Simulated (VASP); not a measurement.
Input of a VASP 6.6.1 run:

File POSCAR:

```
TiTe2
1.0
    3.7259532019      0.0000000000      0.0000000000
   -1.8629766009      3.2267701262      0.0000000000
    0.0000000000      0.0000000000      6.4101784236
Te Ti
2 1
Direct
    0.3333333333      0.6666666667      0.7372000000
    0.6666666667      0.3333333333      0.2628000000
    0.0000000000      0.0000000000      0.0000000000
```

The input INCAR.step1:

```
PREC = Accurate
ENCUT = 520
ISMEAR = -1
SIGMA = 0.05
LREAL = False
LASPH = True
NELM = 100
NBANDS = 19
GGA = PE
ALGO = Normal
EDIFF = 1E-4
LWAVE = True
LCHARG = False
```

Contents of INCAR.step2:

```
PREC = Accurate
ENCUT = 520
EDIFF = 1E-7
ISMEAR = -1
SIGMA = 0.05
LREAL = False
LASPH = True
NELM = 100
ALGO = Normal
ISIF = 2
LWAVE = False
LCHARG = False
METAGGA = R2SCAN
LMIXTAU = True
NBANDS = 19
ISTART = 1
```

File KPOINTS:

```
regular mesh
0
Gamma
  8 8 4
```

Potentials or basis: VASP PAW PBE potentials, release 64 (Te, Ti_sv).

Command:

```bash
$ cat potpaw_PBE.64/Te/POTCAR potpaw_PBE.64/Ti_sv/POTCAR > POTCAR
$ cp INCAR.step1 INCAR
$ mpirun -np 1 vasp_std > vasp.out
$ cp INCAR.step2 INCAR
$ mpirun -np 1 vasp_std > vasp.out
```

(1) Predict the band gap on the k mesh.

(2) What does it give for the largest force?

(3) Estimate the pressure.

Results:

(1) zero (band 12 reaches 7.76 eV, above the bottom of band 13 at 7.04 eV).

(2) 0.175 eV/Å.

(3) 4.1 GPa.

Caveat: the PAW data sets were made with another functional, which shifts forces and pressure a little; spin-orbit coupling is left out, which moves the levels of the heavy elements.
